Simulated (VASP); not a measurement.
# Os (P6_3/mmc) in VASP: further runs

Os is run at these levels: PBE; tasks: single point.

All numbers are computed with VASP 6.6.1; they aren't measurements. Logs are shortened: lines on timing, memory, paths and dates and some standing lists are left out, and cuts for length are marked.

### Step 1. The cell of the first run

The structure is hexagonal, space group P6_3/mmc (No. 194). Conventional cell: a = 2.734 Å, b = 2.734 Å, c = 4.277 Å, α = 90.00°, β = 90.00°, γ = 120.00°. Os (site symmetry -6m2) has 12 Os at 2.66 to 2.73 Å within 3.5 Å.

### Step 2. Single point, PBE (zz strain of -1 %)

The input, INCAR:

```
ALGO = Normal
EDIFF = 1E-6
ENCUT = 600
GGA = PE
GGA_COMPAT = F
ISIF = 2
ISMEAR = -1
LASPH = T
LCHARG = F
LREAL = F
LWAVE = F
NBANDS = 15
NELM = 120
PREC = Accurate
SIGMA = 0.05
```

The input, KPOINTS:

```
k-points
0
Gamma
  15 15 9
```

The input, POSCAR:

```
Os
1.0
    2.7340999755      0.0000000000      0.0000000000
   -1.3670499878      2.3678000353      0.0000000000
    0.0000000000      0.0000000000      4.2765030000
Os
2
Direct
    0.3333333333      0.6666666667      0.2500000000
    0.6666666667      0.3333333333      0.7500000000
```

Potentials or basis: VASP PAW PBE potentials, release 64 (Os).

Launch:

```sh
$ cat potpaw_PBE.64/Os/POTCAR > POTCAR
$ mpirun -np 1 vasp_std > vasp.out
```

OUTCAR:

```text
EDIFF = 1E-6
   ENCUT = 600
   GGA = PE
   ISIF = 2
   ISMEAR = -1
   LASPH = T
   LREAL = F
   NELM = 120
   PREC = Accurate

 ion  position               nearest neighbor table
   1  0.333  0.667  0.250-   2 2.66   2 2.66   2 2.66   2 2.66   2 2.66   2 2.66
   2  0.667  0.333  0.750-   1 2.66   1 2.66   1 2.66   1 2.66   1 2.66   1 2.66

  LATTYP: Found a hexagonal cell.
 ALAT       =     2.7340999755
 C/A-ratio  =     1.5641355614

  Lattice vectors:

 A1 = (   2.7340999755,   0.0000000000,   0.0000000000)
 A2 = (  -1.3670499878,   2.3678000353,   0.0000000000)
 A3 = (   0.0000000000,   0.0000000000,   4.2765030000)

Analysis of symmetry for initial positions (statically):
=====================================================================
 Subroutine PRICEL returns:
 Original cell was already a primitive cell.

 Routine SETGRP: Setting up the symmetry group for a
 hexagonal supercell.

 Subroutine GETGRP returns: Found 24 space group operations
 (whereof 12 operations were pure point group operations)
 out of a pool of 24 trial point group operations.

The static configuration has the point symmetry D_3d.
 The point group associated with its full space group is D_6h.

Analysis of symmetry for dynamics (positions and initial velocities):
=====================================================================
 Subroutine PRICEL returns:
 Original cell was already a primitive cell.

 Routine SETGRP: Setting up the symmetry group for a
 hexagonal supercell.

 Subroutine GETGRP returns: Found 24 space group operations
 (whereof 12 operations were pure point group operations)
 out of a pool of 24 trial point group operations.

The dynamic configuration has the point symmetry D_3d.
 The point group associated with its full space group is D_6h.

 Subroutine INISYM returns: Found 24 space group operations
 (whereof 12 operations are pure point group operations),
 and found     1 'primitive' translations

----------------------------------------------------------------------------------------

                                     Primitive cell

  volume of cell :      27.6852

  direct lattice vectors                    reciprocal lattice vectors
     2.734099975  0.000000000  0.000000000     0.365751073  0.211166481  0.000000000
    -1.367049988  2.367800035  0.000000000     0.000000000  0.422332961  0.000000000
     0.000000000  0.000000000  4.276503000     0.000000000  0.000000000  0.233835917

  length of vectors
     2.734099975  2.734099976  4.276503000     0.422332961  0.422332961  0.233835917

  position of ions in fractional coordinates (direct lattice)
     0.333333333  0.666666667  0.250000000
     0.666666667  0.333333333  0.750000000

  ion indices of the primitive-cell ions
   primitive index   ion index
                 1           1
                 2           2

----------------------------------------------------------------------------------------

 KPOINTS: k-points

Automatic generation of k-mesh.
 Grid dimensions read from file:
 generate k-points for:   15   15    9

 Generating k-lattice:

  Cartesian coordinates                     Fractional coordinates (reciprocal lattice)
     0.024383405  0.014077765  0.000000000     0.066666667  0.000000000  0.000000000
     0.000000000  0.028155531  0.000000000     0.000000000  0.066666667  0.000000000
     0.000000000  0.000000000  0.025981769     0.000000000  0.000000000  0.111111111

  Length of vectors
     0.028155531  0.028155531  0.025981769

  Shift w.r.t. Gamma in fractional coordinates (k-lattice)
     0.000000000  0.000000000  0.000000000

 Subroutine IBZKPT returns following result:
 ===========================================

 Found    135 irreducible k-points:

 Following reciprocal coordinates:
            Coordinates               Weight
  0.000000  0.000000  0.000000      1.000000
  0.066667 -0.000000  0.000000      6.000000
  0.133333  0.000000  0.000000      6.000000
  0.200000 -0.000000  0.000000      6.000000
  0.266667  0.000000  0.000000      6.000000
  0.333333 -0.000000  0.000000      6.000000
[... 16 lines left out ...]
  0.333333  0.200000  0.000000     12.000000
  0.400000  0.200000  0.000000      6.000000
 [... further k-points ...]
   k-points           NKPTS =    135   k-points in BZ     NKDIM =    135   number of bands    NBANDS=     15
   number of dos      NEDOS =    301   number of ions     NIONS =      2
   total plane-waves  NPLWV =  20736
   dimension x,y,z NGX =    24 NGY =   24 NGZ =   36
   dimension x,y,z NGXF=    48 NGYF=   48 NGZF=   72
   ions per type =               2
   NGX,Y,Z   is equivalent  to a cutoff of  14.59, 14.59, 13.99 a.u.
   NGXF,Y,Z  is equivalent  to a cutoff of  29.19, 29.19, 27.99 a.u.
 SYSTEM =  unknown system
   PREC   = accura    normal or accurate (medium, high low for compatibility)
   ISTART =      0    job   : 0-new  1-cont  2-samecut
   ICHARG =      2    charge: 1-file 2-atom 10-const
   ISPIN  =      1    spin polarized calculation?
   LNONCOLLINEAR =      F non collinear calculations
   LSORBIT =      F    spin-orbit coupling
   LASPH  =      T    aspherical Exc in radial PAW
   ENCUT  =  600.0 eV  44.10 Ry    6.64 a.u.   5.46  5.46  8.54*2*pi/ulx,y,z
   NELM   =    120;   NELMIN=  2; NELMDL= -5     # of ELM steps
   EDIFF  = 0.1E-05   stopping-criterion for ELM
   LREAL  =      F    real-space projection
   EDIFFG = 0.1E-04   stopping-criterion for IOM
   NSW    =      0    number of steps for IOM
   IBRION =     -1    ionic relax: 0-MD 1-quasi-New 2-CG
   NFREE  =      0    steps in history (QN), initial steepest desc. (CG)
   ISIF   =      2    stress and relaxation
   ISYM   =      2    0-nonsym 1-usesym 2-fastsym
   POTIM  = 0.5000    time-step for ionic-motion
   TEBEG  =    0.0;   TEEND  =   0.0 temperature during run
   PSTRESS=    0.0 pullay stress
   NELECT =      16.0000    total number of electrons
   NUPDOWN=      -1.0000    fix difference up-down
   EMIN   =  10.00;   EMAX   =-10.00  energy-range for DOS
   EFERMI =   0.00;   METHOD = LEGACY
   ISMEAR =    -1;   SIGMA  =   0.05  broadening in eV -4-tet -1-fermi 0-gaus
   EFERMI_NEDOS =   21; number of points for ismear=-14 and -15
   IALGO  =     38    algorithm
   IMIX   =      4    mixing-type and parameters
     AMIX     =   0.40;   BMIX     =  1.00
     AMIX_MAG =   1.60;   BMIX_MAG =  1.00
  volume/ion in A,a.u.               =      13.84        93.41
  Fermi-wavevector in a.u.,A,eV,Ry     =   1.363637  2.576900 25.300111  1.859506
  Thomas-Fermi vector in A             =   2.490023
   LORBIT       =      0    0 simple, 1 ext, 2 COOP (PROOUT), +10 PAW based schemes
   GGA     = PE    functional components
   LHFCALC =     F    Hartree Fock is set to
   AEXX    =    0.0000 exact exchange contribution
   IVDW    =     0    specifies the selected vdW correction
   LEPSILON=     F    determine dielectric tensor
   LRPA    =     F    only Hartree local field effects (RPA)
 non-spin polarized calculation
  energy-cutoff  :      600.00
  volume of cell :       27.69
 maximum number of plane-waves:       953
 NGX is ok and might be reduce to    24
   NGX = 11   NGY = 11   NGZ = 17

 number of electron      16.0000002 magnetization

 Free energy of the ion-electron system (eV)
  ---------------------------------------------------
  ext. energy  EPLUGINS =         0.00000000
  ---------------------------------------------------
  free energy    TOTEN  =       -22.46903496 eV

  energy without entropy =      -22.46055933  energy(sigma->0) =      -22.46479715

 E-fermi :   9.6236     XC(G=0): -14.1179

 val. band max:        9.6200407573   @ k =   0.2667   0.0667   0.0000
 cond. band min:       9.6312328036   @ k =   0.2667   0.0000   0.2222
 fundamental gap:      0.0111920463
 Fermi energy:         9.6236134475

 k-point     1 :       0.0000    0.0000    0.0000
  band No.  band energies     occupation
      1      -1.4106      2.00000
      2       1.7449      2.00000
      3       6.5083      2.00000
      4       6.5083      2.00000
      5       6.9030      2.00000
      6       7.3943      2.00000
      7       7.3943      2.00000
      8       7.9508      2.00000
      9       7.9508      2.00000
     10       9.7739      0.09438
     11      11.3423      0.00000
     12      11.3423      0.00000
     13      18.9589      0.00000
     14      23.6080      0.00000
     15      26.5375      0.00000

 k-point     2 :       0.0667   -0.0000    0.0000
  band No.  band energies     occupation
      1      -1.2297      2.00000
      2       1.9037      2.00000
      3       6.1545      2.00000
      4       6.6676      2.00000
      5       7.1992      2.00000
      6       7.2967      2.00000
      7       7.5426      2.00000
      8       7.7317      2.00000
      9       7.8208      2.00000
     10       8.9606      2.00000
     11      11.4364      0.00000
     12      12.4300      0.00000
     13      18.9502      0.00000
     14      23.9836      0.00000
     15      26.7673      0.00000

 k-point     3 :       0.1333    0.0000    0.0000
  band No.  band energies     occupation
      1      -0.7089      2.00000
      2       2.3315      2.00000
      3       5.6264      2.00000
      4       6.8883      2.00000
      5       6.9902      2.00000
      6       7.1368      2.00000
      7       7.4919      2.00000
      8       7.7136      2.00000
      9       7.9774      2.00000
     10       8.2647      2.00000
     11      11.6622      0.00000
     12      14.1489      0.00000
     13      18.8822      0.00000
     14      24.9456      0.00000
     15      27.2904      0.00000
[... 343 lines left out ...]
 k-point    23 :       0.3333    0.2000    0.0000
  band No.  band energies     occupation
      1       3.1436      2.00000
      2       3.3631      2.00000
      3       3.5092      2.00000
      4       5.2599      2.00000
      5       5.8393      2.00000
      6       6.8364      2.00000
      7       7.8278      2.00000
      8      10.5892      0.00000
      9      11.7801      0.00000
     10      12.0122      0.00000
     11      13.9977      0.00000
     12      16.3785      0.00000
     13      18.4404      0.00000
     14      20.4179      0.00000
     15      23.1527      0.00000

 k-point    24 :       0.4000    0.2000    0.0000
  band No.  band energies     occupation
      1       3.0366      2.00000
      2       3.4093      2.00000
      3       3.4588      2.00000
      4       5.5569      2.00000
      5       5.8716      2.00000
      6       6.6994      2.00000
      7       8.0263      2.00000
      8      11.1271      0.00000
      9      11.7166      0.00000
     10      12.0097      0.00000
     11      14.6771      0.00000
     12      15.3484      0.00000
     13      17.9200      0.00000
     14      21.0839      0.00000
     15      23.7412      0.00000

 [... further k-points ...]
[... 5 lines left out ...]
  --------------------------------------------------------------------------------------
  -------------------------------------------------------------------------------------
  Total        1.9289861      1.9289861      3.2433780     -0.0000000     -0.0000000      0.0000000
  in kB      111.6327164    111.6327164    187.6981335     -0.0000000     -0.0000000      0.0000000
  external PRESSURE =     136.9878554 kB  Pullay stress =       0.0000000 kB

 VOLUME and BASIS-vectors are now :
 -----------------------------------------------------------------------------
  energy-cutoff  :      600.00
  volume of cell :       27.69
      direct lattice vectors                 reciprocal lattice vectors
     2.734099975  0.000000000  0.000000000     0.365751073  0.211166481  0.000000000
    -1.367049988  2.367800035  0.000000000     0.000000000  0.422332961  0.000000000
     0.000000000  0.000000000  4.276503000     0.000000000  0.000000000  0.233835917

 POSITION                                       TOTAL-FORCE (eV/Angst)
 -----------------------------------------------------------------------------------
     -0.00000      1.57853      1.06913         0.000000      0.000000      0.000000
      1.36705      0.78927      3.20738        -0.000000      0.000000      0.000000
 -----------------------------------------------------------------------------------
    total drift:                               -0.000000      0.000000     -0.000000

  FREE ENERGIE OF THE ION-ELECTRON SYSTEM (eV)
  ---------------------------------------------------
  free  energy   TOTEN  =       -22.4690349569 eV

  energy  without entropy=      -22.4605593349  energy(sigma->0) =      -22.46479715
```

Run time: 96 s. Hardware: 1 thread of Intel Xeon 8259CL, shared host; peak memory 0.2 GiB.

What came out:

```yaml
Free_energy: -22.4690 eV
Pressure: 13.7 GPa
Band_gap_on_the_k_mesh: zero (bands 8 and 9 overlap by 3.85 eV)
```

Caveat: the cell differs from its parent crystal (zz strain of -1 %); the cell stands under pressure; spin-orbit coupling is left out, which moves the levels of the heavy elements.

### Step 3. Single point, PBE (zz strain of +1 %)

The input, INCAR:

```
SYSTEM = Os
PREC = Accurate ; ENCUT = 600
EDIFF = 1E-6 ; ISMEAR = -1
SIGMA = 0.05 ; LREAL = .False.
LASPH = .True. ; NELM = 120
ALGO = Normal ; ISIF = 2
LWAVE = .False. ; LCHARG = .False.
GGA = PE ; NBANDS = 15
GGA_COMPAT = .False.
```

The input, KPOINTS:

```
Automatic mesh
0
Gamma
  15 15 9
  0 0 0
```

POSCAR, as its differences from that of step 2:

```diff
@@ -4,3 +4,3 @@
    -1.3670499878      2.3678000353      0.0000000000
-    0.0000000000      0.0000000000      4.2765030000
+    0.0000000000      0.0000000000      4.3628970000
 Os
```

Potentials or basis: VASP PAW PBE potentials, release 64 (Os).

Launch:

```sh
$ cat potpaw_PBE.64/Os/POTCAR > POTCAR
$ mpirun -np 1 vasp_std > vasp.out
```

Wall time 85 s (1 thread of Intel Xeon 8259CL, shared host); peak memory 0.2 GiB.

The run converged. Its results:

```
Free energy            : -22.5022 eV
Pressure               : 4.3 GPa
Band gap on the k mesh : zero (bands 8 and 9 overlap by 3.83 eV)
```

Stress tensor (GPa, compression positive):
```
6.16 0.00 0.00
0.00 6.16 0.00
0.00 0.00 0.65
```

Levels at points of the mesh, in eV from the Fermi level:
```tsv
k point	band 5	band 6	band 7	band 8	band 9	band 10	band 11	band 12
(0.00, 0.00, 0.00)	-2.87	-2.19	-2.19	-1.44	-1.44	-0.08	1.68	1.68
```

Caveat: the cell differs from its parent crystal (zz strain of +1 %); the cell stands under pressure; spin-orbit coupling is left out, which moves the levels of the heavy elements.

### Step 4. Single point, PBE (zz strain of +2 %)

The input, INCAR:

```
  PREC = Accurate
  ENCUT = 600
  EDIFF = 1E-6
  ISMEAR = -1
  SIGMA = 0.05
  LREAL = F
  LASPH = T
  NELM = 120
  ALGO = Normal
  ISIF = 2
  LWAVE = F
  LCHARG = F
  GGA = PE
  NBANDS = 15
  GGA_COMPAT = F
```

The input, KPOINTS:

```
Automatic mesh
0
Gamma
  15 15 9
```

POSCAR, as its differences from that of step 3:

```diff
@@ -4,3 +4,3 @@
    -1.3670499878      2.3678000353      0.0000000000
-    0.0000000000      0.0000000000      4.3628970000
+    0.0000000000      0.0000000000      4.4060940000
 Os
```

Launch:

```sh
$ cat potpaw_PBE.64/Os/POTCAR > POTCAR
$ mpirun -np 1 vasp_std > vasp.out
```

Wall time 74 s (1 thread of Intel Xeon 8259CL, shared host); peak memory 0.2 GiB.

It converged, with:

```
Free energy            : -22.4963 eV
Pressure               : 0.2 GPa
Band gap on the k mesh : zero (bands 8 and 9 overlap by 3.84 eV)
```

Stress tensor (GPa, compression positive):
```
 3.94  0.00  0.00
 0.00  3.94  0.00
 0.00  0.00 -7.32
```

Levels at points of the mesh, in eV from the Fermi level:
```
           k point  band 4  band 5  band 6  band 7  band 8  band 9  band 10  band 11  band 12  band 13
(0.00, 0.00, 0.00)   -2.93   -2.93   -2.16   -2.16   -1.33   -1.33    -0.18     1.66     1.66     8.60
```

Caveat: the cell differs from its parent crystal (zz strain of +2 %); spin-orbit coupling is left out, which moves the levels of the heavy elements.

### Step 5. Single point, PBE (zz strain of +3 %)

The input, INCAR:

```
PREC = Accurate ; ENCUT = 600
EDIFF = 1E-6 ; ISMEAR = -1
SIGMA = 0.05 ; LREAL = F
LASPH = T ; NELM = 120
ALGO = Normal ; ISIF = 2
LWAVE = F ; LCHARG = F
GGA = PE ; NBANDS = 15
GGA_COMPAT = F
```

The input, KPOINTS:

```
regular mesh
0
Gamma
  15 15 9
```

POSCAR, as its differences from that of step 4:

```diff
@@ -4,3 +4,3 @@
    -1.3670499878      2.3678000353      0.0000000000
-    0.0000000000      0.0000000000      4.4060940000
+    0.0000000000      0.0000000000      4.4492910000
 Os
```

Launch:

```sh
$ cat potpaw_PBE.64/Os/POTCAR > POTCAR
$ mpirun -np 1 vasp_std > vasp.out
```

Run time: 71 s. Hardware: 1 thread of Intel Xeon 8259CL, shared host; peak memory 0.2 GiB.

Results (log left out):

```
Free energy            : -22.4771 eV
Pressure               : -3.6 GPa
Band gap on the k mesh : zero (bands 8 and 9 overlap by 3.84 eV)
```

Stress tensor (GPa, compression positive):
```
  1.93   0.00   0.00
  0.00   1.93   0.00
  0.00   0.00 -14.71
```

Levels at points of the mesh, in eV from the Fermi level:
| k point | band 4 | band 5 | band 6 | band 7 | band 8 | band 9 | band 10 | band 11 | band 12 | band 13 |
| --- | --- | --- | --- | --- | --- | --- | --- | --- | --- | --- |
| (0.00, 0.00, 0.00) | -2.87 | -2.87 | -2.14 | -2.14 | -1.22 | -1.22 | -0.28 | 1.64 | 1.64 | 8.36 |

Caveat: the cell differs from its parent crystal (zz strain of +3 %); the cell stands under tension; spin-orbit coupling is left out, which moves the levels of the heavy elements.

### Step 6. The runs side by side

```tsv
cell	gap on the mesh (eV)	pressure (GPa)
a = 2.734, b = 2.734, c = 4.277 Å, angles 90.0, 90.0, 120.0°, 2 atoms	none	13.7
a = 2.734, b = 2.734, c = 4.363 Å, angles 90.0, 90.0, 120.0°, 2 atoms	none	4.3
a = 2.734, b = 2.734, c = 4.406 Å, angles 90.0, 90.0, 120.0°, 2 atoms	none	0.2
a = 2.734, b = 2.734, c = 4.449 Å, angles 90.0, 90.0, 120.0°, 2 atoms	none	-3.6
```

Alike in all rows: task single point; level PBE; potentials or basis VASP PAW PBE potentials, release 64 (Os); no spin polarisation; k mesh 15 × 15 × 9; cutoff (eV) 600; smearing fermi-dirac 0.05 eV.

Caveats: spin-orbit coupling is left out, which moves the levels of the heavy elements; the cell stands under pressure (at least some runs); the cell stands under tension (at least some runs).

Absolute energies hang on the potentials; compare differences alone.
